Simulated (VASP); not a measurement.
Wanted: the native input for a VASP 6.6.1 run.

```yaml
Task: relaxation of cell and atoms
Functional: PBE
Potentials_or_basis: VASP PAW PBE potentials, release 64 (Li_sv, Si, N)
Cutoff: 750 eV
k_mesh: 4 × 4 × 6
Occupations: gaussian, width 0.1 eV
Spin: no spin polarisation
Dipole_correction: no
Further_INCAR_settings: ALGO = Normal; EDIFF = 1e-07; IBRION = 2; EDIFFG = -0.04; NSW = 90; ISIF = 3
```

The structure of LiSi2N2 lies in POSCAR:

```
LiSi2N2
1.0
    2.6212180367     -3.6333233114      0.0000000000
    2.6212180367      3.6333233114      0.0000000000
    0.0000000000      0.0000000000      2.6439460571
Li Si N
1 2 2
Direct
    0.5000000000      0.5000000000      0.0000000000
    0.1658081321      0.8341918679      0.0000000000
    0.8341918679      0.1658081321      0.0000000000
    0.0000000000      0.5000000000      0.5000000000
    0.5000000000      0.0000000000      0.5000000000
```

One way to write it, as run:

INCAR

```
  PREC = Accurate
  ENCUT = 750
  EDIFF = 1E-7
  ISMEAR = 0
  SIGMA = 0.1
  LREAL = F
  LASPH = T
  NELM = 120
  ALGO = Normal
  ISIF = 3
  LWAVE = F
  LCHARG = F
  GGA = PE
  IBRION = 2
  NSW = 90
  EDIFFG = -0.04
  GGA_COMPAT = F
  NELMIN = 4
```

KPOINTS

```
Automatic mesh
0
Gamma
  4 4 6
```

Potentials or basis: VASP PAW PBE potentials, release 64 (Li_sv, Si, N).

Command:

```console
$ cat potpaw_PBE.64/Li_sv/POTCAR potpaw_PBE.64/Si/POTCAR potpaw_PBE.64/N/POTCAR > POTCAR
$ mpirun -np 1 vasp_std > vasp.out
```

It gave:

| Property | Result |
| --- | --- |
| Relaxed volume | 10.13 Å³/atom |
| Relaxed cell | a = 4.471 Å, b = 4.471 Å, c = 2.663 Å, α = 90.00°, β = 90.00°, γ = 107.84° |
| Space group after relaxing (to 0.05 Å) | Cmmm (No. 65) |
| Energy gained by relaxing | 1.9 meV/atom |
| Ionic steps | 5 |
| Pressure after relaxing | 0.0 GPa |
| Largest force after relaxing | 0.009 eV/Å |

Caveat: the k points lie up to 0.39 Å⁻¹ apart in the final cell.

Wall time 51 s on 1 thread of AMD EPYC 9R45 96-Core Processor (Zen 5) (shared host), peak memory 0.18 GiB.
